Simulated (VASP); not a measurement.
Here is a VASP 6.6.1 calculation.

File INCAR:

```
ALGO = Normal
EDIFF = 1E-7
ENCUT = 520
GGA = PE
ISIF = 2
ISMEAR = -1
LASPH = True
LCHARG = True
LELF = True
LREAL = Auto
LVHAR = True
LWAVE = False
NBANDS = 86
NELM = 100
PREC = Accurate
SIGMA = 0.052
```

The input KPOINTS:

```
k-points
0
Gamma
  3 3 2
```

POSCAR

```
BiB
1.0
    7.7311530133      0.0000000000      0.0000000000
   -3.8655765066      6.6953749100      0.0000000000
    0.0000000000      0.0000000000      6.3754468436
B Bi
8 8
Direct
    0.1540790479      0.3282849772      0.0006506211
    0.3335597843      0.1759956710      0.5025754396
    0.1537896935      0.8162784121     -0.0086084946
    0.3414754346      0.6659096854      0.4979654098
    0.6714633026      0.3335271034     -0.0184448248
    0.8436484370      0.1705368281      0.5077725655
    0.6610729260      0.8172946360      0.0129408969
    0.8152627801      0.6664618576      0.4972777717
    0.1684955065      0.3374294988      0.3790295895
    0.3363594090      0.1729232516      0.8812080373
    0.1658111848      0.8261579186      0.3694205375
    0.3330099149      0.6714239397      0.8782196977
    0.6582836662      0.3235302024      0.3750408495
    0.8350477062      0.1649196669      0.8706831280
    0.6702471542      0.8334097903      0.3725332605
    0.8340722311      0.6715358080      0.8724259078
```

Potentials or basis: VASP PAW PBE potentials, release 64 (B, Bi_d).

The run is started by

```console
$ cat potpaw_PBE.64/B/POTCAR potpaw_PBE.64/Bi_d/POTCAR > POTCAR
$ mpirun -np 1 vasp_std > vasp.out
```

(1) What does it give for the band gap on the k mesh?

(2) Predict the pressure.

Results:

(1) 0.15 eV.

(2) 1.8 GPa.

Caveat: the k points lie up to 0.49 Å⁻¹ apart; the atoms stand as in a frame of molecular dynamics; the structure was generated, so it needn't be the stable form of BiB; spin-orbit coupling is left out, which moves the levels of the heavy elements; forces of over 1 eV/Å act on the atoms, so gaps and moduli don't describe the material at rest.
